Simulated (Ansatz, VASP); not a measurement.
**MoH6 in VASP and in Ansatz**

```
CELL_PARAMETERS angstrom
3.66682 0.00000 0.00000
0.00000 3.66682 0.00000
0.00000 0.00000 4.41941
ATOMIC_POSITIONS crystal
H 0.50000 0.00000 0.00000
H 0.50000 0.00000 0.50000
H 0.00000 0.50000 0.00000
H 0.00000 0.50000 0.50000
H 0.00000 0.00000 0.40111
H 0.00000 0.00000 0.59889
Mo 0.00000 0.00000 0.00000
```

Change from the starting cell: ordered vacancies on the cation sites of rhenium trioxide (P4/mmm, No. 123).

Alike in both runs: functional PBE; k mesh 10 × 10 × 8; occupations gaussian, width 0.1 eV; collinear spin.

Ansatz relaxed the structure, and its values are those at the end. VASP's run is a single point on that final structure, the one shown.

|  | VASP | Ansatz |
| --- | --- | --- |
| version | VASP 6.6.1 | Ansatz 0.2.0 |
| potentials or method | VASP PAW PBE potentials, release 64 (H, Mo_sv), cutoff 520 eV | scalar-relativistic, plane waves, PAW |
| valence electrons in the cell | 20 | 20 |

```csv
,VASP,Ansatz,Ansatz less VASP
gap on the k mesh at the Fermi level (eV),none,none,-
pressure (GPa),-0.1,0.0,+0.11
net moment per atom (μB),0.18,0.18,0.000
size of the moment on the site where the two differ most (μB),2.08,0.96,-1.115
```

Site moments also hang on the region over which each program counts them. A gap of «none» marks a metal or a gap that the smearing closes.
